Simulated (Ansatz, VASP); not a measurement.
Two plane-wave programs on Si4PI

```
CELL_PARAMETERS angstrom
4.99629 0.00000 0.00000
-2.49814 4.32691 0.00000
0.00000 0.00000 11.28518
ATOMIC_POSITIONS crystal
Si 0.00000 0.00000 0.31231
Si 0.00000 0.00000 0.68769
Si 0.33333 0.66667 0.00000
Si 0.66667 0.33333 0.00000
P 0.00000 0.00000 0.50000
I 0.00000 0.00000 0.00000
```

Alike in both runs: functional PBE; k mesh 12 × 12 × 4; occupations gaussian, width 0.1 eV; no spin polarisation.

Ansatz relaxed the structure, and its values are those at the end. VASP's run is a single point on that final structure, the one shown.

|  | VASP | Ansatz |
| --- | --- | --- |
| version | VASP 6.6.1 | Ansatz 0.2.0 |
| potentials or method | VASP PAW PBE potentials, release 64 (Si, P, I), cutoff 520 eV | scalar-relativistic, plane waves, PAW |
| valence electrons in the cell | 28 | 38 |

|  | VASP | Ansatz | Ansatz less VASP |
| --- | --- | --- | --- |
| gap on the k mesh at the Fermi level (eV) | none | none | - |
| pressure (GPa) | 0.0 | 0.0 | +0.03 |
| rms of the force components (eV/Å) | 0.011 | 0.001 | -0.0097 |

A gap of «none» marks a metal or a gap that the smearing closes. VASP's potentials hold 28 valence electrons a cell and Ansatz's 38, so a difference there can come from the potentials and not from the codes.

Neither program's run includes spin-orbit coupling.
